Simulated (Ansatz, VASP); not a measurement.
## One calculation of MgS, two programs

Contents of INCAR:

```
PREC     = Accurate       # precision mode
ENCUT    = 520            # plane-wave cutoff, eV
EDIFF    = 1E-7           # SCF threshold, eV
ISMEAR   = 0              # smearing method
SIGMA    = 0.02           # smearing width, eV
LREAL    = False          # projectors in reciprocal space
LASPH    = True           # aspherical terms in the spheres
NELM     = 100            # most SCF steps
ALGO     = Normal         # electronic algorithm
ISIF     = 2              # what is computed and relaxed
LWAVE    = False          # write WAVECAR
LCHARG   = False          # write CHGCAR
GGA      = PE             # functional
NBANDS   = 11             # bands
```

KPOINTS

```
Automatic mesh
0
Gamma
  8 8 8
```

File POSCAR:

```
MgS
1.0
    0.0000000000      2.5616800869      2.5616800869
    2.5616800869      0.0000000000      2.5616800869
    2.5616800869      2.5616800869      0.0000000000
Mg S
1 1
Direct
    0.5000000000      0.5000000000      0.5000000000
    0.0000000000      0.0000000000      0.0000000000
```

Input for Ansatz:

```yaml
crystal:
  lattice:
    - [0.0, 2.5616800869, 2.5616800869]
    - [2.5616800869, 0.0, 2.5616800869]
    - [2.5616800869, 2.5616800869, 0.0]
  atoms:
    - { symbol: Mg, position: [0.5, 0.5, 0.5] }
    - { symbol: S, position: [0.0, 0.0, 0.0] }
basis:
  ecutwfc: 420
kpoints:
  mp_grid: { grid: [8, 8, 8] }
hamiltonian:
  xc: pbe
scf:
  occupations: { method: gaussian, width: 0.02 }
output:
  forces: true
  stress: true
  eigenvalues: true
```

Alike in both runs: task single point; functional PBE; k mesh 8 × 8 × 8; occupations gaussian, width 0.02 eV; no spin polarisation.

|  | VASP | Ansatz |
| --- | --- | --- |
| version | VASP 6.6.1 | Ansatz 0.2.0 |
| potentials or method | VASP PAW PBE potentials, release 64 (Mg, S), cutoff 520 eV | scalar-relativistic, plane waves, PAW |
| valence electrons in the cell | 8 | 16 |

Ansatz gave:

| Quantity | Value |
| --- | --- |
| gap on the k mesh at the Fermi level (eV) | 2.89 |
| least direct gap on the mesh (eV) | 4.10 |
| pressure (GPa) | 5.2 |

Q: Which values does VASP return?

A: gap on the k mesh at the Fermi level (eV): 2.88; least direct gap on the mesh (eV): 4.09; pressure (GPa): 4.9.

VASP's potentials hold 8 valence electrons a cell and Ansatz's 16, so a difference there can come from the potentials and not from the codes.
